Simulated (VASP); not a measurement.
KI:

```
CELL_PARAMETERS angstrom
0.00000 3.54429 3.54429
3.54429 0.00000 3.54429
3.54429 3.54429 0.00000
ATOMIC_POSITIONS crystal
K 0.00000 0.00000 0.00000
I 0.50000 0.50000 0.50000
```

Base run:

| Quantity | Value |
| --- | --- |
| Program | VASP 6.6.1 |
| Functional | HSE06 |
| Potentials or basis | VASP PAW PBE potentials, release 64 (K_sv, I) |
| Cutoff | 520 eV |
| k mesh | 4 × 4 × 4 |
| Occupations | gaussian, width 0.01 eV |
| Spin | no spin polarisation |

Its results: band gap on the k mesh 4.93 eV; pressure 0.3 GPa.

Task: The run is repeated on the same cell with these changes: functional from HSE06 to PBE0. What comes out?

Result: Band gap on the k mesh 5.64 eV; pressure 0.2 GPa.

Caveats: the PAW data sets were made with another functional, which shifts forces and pressure a little; spin-orbit coupling is left out, which moves the levels of the heavy elements.

